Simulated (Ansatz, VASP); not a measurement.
One calculation of GaBi3F6, two programs

```
CELL_PARAMETERS angstrom
0.00000 4.22775 4.22775
4.22775 0.00000 4.22775
4.22775 4.22775 0.00000
ATOMIC_POSITIONS crystal
Bi 0.25000 0.25000 0.25000
Bi 0.75000 0.75000 0.75000
Bi 0.00000 0.00000 0.00000
Ga 0.50000 0.50000 0.50000
F 0.71896 0.28104 0.28104
F 0.28104 0.71896 0.28104
F 0.28104 0.71896 0.71896
F 0.71896 0.28104 0.71896
F 0.28104 0.28104 0.71896
F 0.71896 0.71896 0.28104
```

Alike in both runs: functional r2SCAN; k mesh 7 × 7 × 7; no spin polarisation.

Ansatz relaxed the structure, and its values are those at the end. VASP's run is a single point on that final structure, the one shown.

|  | VASP | Ansatz |
| --- | --- | --- |
| version | VASP 6.6.1 | Ansatz 0.2.0 |
| potentials or method | VASP PAW PBE potentials, release 64 (Bi_d, Ga_d, F), cutoff 520 eV | PAW plane waves |
| occupations | fermi-dirac, width 0.1 eV | fermi-dirac |
| valence electrons in the cell | 100 | 100 |

```csv
,VASP,Ansatz,Ansatz less VASP
pressure (GPa),14.6,14.0,-0.60
rms of the force components (eV/Å),0.081,0.000,-0.0807
```

VASP's potentials were made for PBE, not for r2SCAN. Ansatz's warnings: stress scf threshold loose.

Neither program's run includes spin-orbit coupling.
